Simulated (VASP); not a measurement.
# Au in VASP: a series of runs, part 2 of 2

VASP 6.6.1. Earlier steps stand in the parts before.

**4. Single point, PBE**

This run uses another cell than the first one: it holds 4 atoms, not 1.

Contents of INCAR:

```
ALGO = Fast
EDIFF = 1E-6
ENCUT = 520
GGA = PE
ISIF = 2
ISMEAR = 0
LASPH = True
LCHARG = False
LREAL = False
LWAVE = False
NBANDS = 30
NELM = 80
PREC = Accurate
SIGMA = 0.2
```

Contents of KPOINTS:

```
k-points
0
Gamma
  8 4 4
```

Contents of POSCAR:

```
Au
1.0
    1.7636231531      0.0000000000     -2.3534906643
   -3.3262205679     -2.9410775225     -2.4929177769
   -3.3262205679      2.9410775225     -2.4929177769
Au
4
Direct
    0.0000000000      0.0000000000      0.0000000000
    0.5000000000      0.5000000000      0.0000000000
    0.5000000000      1.0000000000      0.5000000000
    0.0000000000      0.5000000000      0.5000000000
```

Potentials or basis: VASP PAW PBE potentials, release 64 (Au).

The run is started by

```console
> cat potpaw_PBE.64/Au/POTCAR > POTCAR
> mpirun -np 1 vasp_std > vasp.out
```

OUTCAR:

```text
EDIFF = 1E-6
   ENCUT = 520
   GGA = PE
   ISIF = 2
   ISMEAR = 0
   LASPH = True
   LREAL = False
   NELM = 80
   PREC = Accurate

 ion  position               nearest neighbor table
   1  0.000  0.000  0.000-   3 2.94   2 2.94   2 2.94   3 2.94   2 2.94   3 2.94   3 2.94   2 2.94
                             4 2.94   4 2.94
   2  0.500  0.500  0.000-   4 2.94   1 2.94   1 2.94   4 2.94   1 2.94   4 2.94   4 2.94   1 2.94
                             3 2.94   3 2.94
   3  0.500  0.000  0.500-   1 2.94   4 2.94   1 2.94   4 2.94   1 2.94   4 2.94   1 2.94   4 2.94
[... 1015 lines left out ...]
 [... further k-points ...]
[... 5 lines left out ...]
  --------------------------------------------------------------------------------------
  -------------------------------------------------------------------------------------
  Total       -0.0001226     -0.0016342      0.1101490      0.0000000      0.0000000     -0.1924528
  in kB       -0.0027325     -0.0364108      2.4542166      0.0000000      0.0000000     -4.2880184
  external PRESSURE =       0.8050244 kB  Pullay stress =       0.0000000 kB

 VOLUME and BASIS-vectors are now :
 -----------------------------------------------------------------------------
  energy-cutoff  :      520.00
  volume of cell :       71.91
      direct lattice vectors                 reciprocal lattice vectors
     1.763623153  0.000000000 -2.353490664     0.203923048  0.000000000 -0.272088010
    -3.326220568 -2.941077523 -2.492917777    -0.096258889 -0.170005719 -0.072133027
    -3.326220568  2.941077523 -2.492917777    -0.096258889  0.170005719 -0.072133027

 POSITION                                       TOTAL-FORCE (eV/Angst)
 -----------------------------------------------------------------------------------
      0.00000      0.00000      0.00000        -0.000000     -0.000000     -0.000000
     -0.78130     -1.47054     -2.42320        -0.000000      0.000000     -0.000000
     -0.78130      1.47054     -2.42320        -0.000000      0.000000      0.000000
     -3.32622      0.00000     -2.49292         0.000000      0.000000      0.000000
 -----------------------------------------------------------------------------------
    total drift:                                0.000000     -0.000000      0.000000

  FREE ENERGIE OF THE ION-ELECTRON SYSTEM (eV)
  ---------------------------------------------------
  free  energy   TOTEN  =       -12.8987455717 eV

  energy  without entropy=      -12.8724185172  energy(sigma->0) =      -12.88558204
```

OSZICAR:

```text
N       E                     dE             d eps       ncg     rms          rms(c)
DAV:   1     0.284975519929E+03    0.28498E+03   -0.22693E+04  2648   0.141E+03
DAV:   2    -0.672199298475E+01   -0.29170E+03   -0.27710E+03  2884   0.316E+02
DAV:   3    -0.138816130499E+02   -0.71596E+01   -0.70668E+01  3052   0.490E+01
DAV:   4    -0.139266033242E+02   -0.44990E-01   -0.44980E-01  2868   0.411E+00
DAV:   5    -0.139270257012E+02   -0.42238E-03   -0.42237E-03  3042   0.438E-01    0.160E+01
RMM:   6    -0.129624391083E+02    0.96459E+00   -0.21373E+00  2640   0.896E+00    0.103E+01
RMM:   7    -0.129067535373E+02    0.55686E-01   -0.34847E-01  2670   0.356E+00    0.465E+00
RMM:   8    -0.128992093627E+02    0.75442E-02   -0.43293E-02  2675   0.127E+00    0.801E-01
RMM:   9    -0.128987072503E+02    0.50211E-03   -0.33902E-03  2762   0.346E-01    0.192E-01
RMM:  10    -0.128987644351E+02   -0.57185E-04   -0.43909E-04  2792   0.105E-01    0.167E-01
RMM:  11    -0.128987445288E+02    0.19906E-04   -0.11238E-04  2795   0.665E-02    0.186E-02
RMM:  12    -0.128987456062E+02   -0.10774E-05   -0.10543E-05  2544   0.183E-02    0.159E-02
RMM:  13    -0.128987455717E+02    0.34527E-07   -0.19726E-06  1901   0.815E-03
   1 F= -.12898746E+02 E0= -.12885582E+02  d E =-.263271E-01
```

stdout:

```text
POSCAR found type information on POSCAR Au
 POSCAR found :  1 types and       4 ions
 scaLAPACK will be used
 LDA part: xc-table for (Slater+PW92), standard interpolation
 POSCAR, INCAR and KPOINTS ok, starting setup
 FFT: planning ... GRIDC
 FFT: planning ... GRID_SOFT
 FFT: planning ... GRID
 WAVECAR not read
 entering main loop
```

Wall time 28 s (1 thread of Intel Xeon 6975P-C (Granite Rapids), shared host); peak memory 0.22 GiB.

Results:

```
Free energy            : -12.8987 eV
Pressure               : 0.1 GPa
Band gap on the k mesh : zero (bands 22 and 23 overlap by 4.58 eV)
```

Levels at points of the mesh, in eV from the Fermi level:
```
           k point  band 18  band 19  band 20  band 21  band 22  band 23  band 24  band 25  band 26  band 27
(0.00, 0.00, 0.00)    -1.91    -1.91    -1.63    -1.62    -0.69    -0.69     1.20     2.81     2.81     5.38
(0.50, 0.00, 0.00)    -3.02    -1.63    -1.63    -0.31    -0.31     4.45     4.45     6.15     6.15     6.16
(0.00, 0.50, 0.00)    -2.86    -2.86    -2.86    -1.83    -1.83     0.98     0.98     5.25     5.25    10.84
(0.50, 0.50, 0.00)    -1.84    -1.84    -1.84     0.98     0.98     0.98     0.98     5.25     5.25     5.25
(0.00, 0.50, 0.50)    -3.26    -3.01    -3.01    -2.51    -2.51    -0.32    -0.32     8.26     8.26     9.89
(0.50, 0.50, 0.50)    -1.63    -1.62    -1.62    -0.69    -0.69     1.19     1.19     2.82     2.82     5.37
```

Caveat: spin-orbit coupling is left out, which moves the levels of the heavy elements.

**5. Summary**

| task | cell | k mesh | cutoff (eV) | smearing | gap on the mesh (eV) | pressure (GPa) |
| --- | --- | --- | --- | --- | --- | --- |
| single point | a = 2.862, b = 2.862, c = 2.877 Å, angles 118.6, 118.6, 62.2°, 1 atom, atomic positions A | 8 × 8 × 8 | 520 | gaussian 0.1 eV | none | 6.9 |
| relaxation of cell and atoms | relaxed from a = 2.862, b = 2.862, c = 2.877 Å, angles 118.6, 118.6, 62.2°, 1 atom, atomic positions A | 8 × 8 × 8 | 600 | gaussian 0.1 eV | none | 0.0 |
| single point | a = 2.941, b = 5.092, c = 5.092 Å, angles 70.6, 90.0, 90.0°, 4 atoms, atomic positions B | 8 × 4 × 4 | 520 | gaussian 0.2 eV | none | 0.1 |

Alike in all rows: level PBE; potentials or basis VASP PAW PBE potentials, release 64 (Au); no spin polarisation.

Caveats: spin-orbit coupling is left out, which moves the levels of the heavy elements; the cell stands under pressure (at least some runs).

Absolute energies hang on the potentials; compare differences alone.
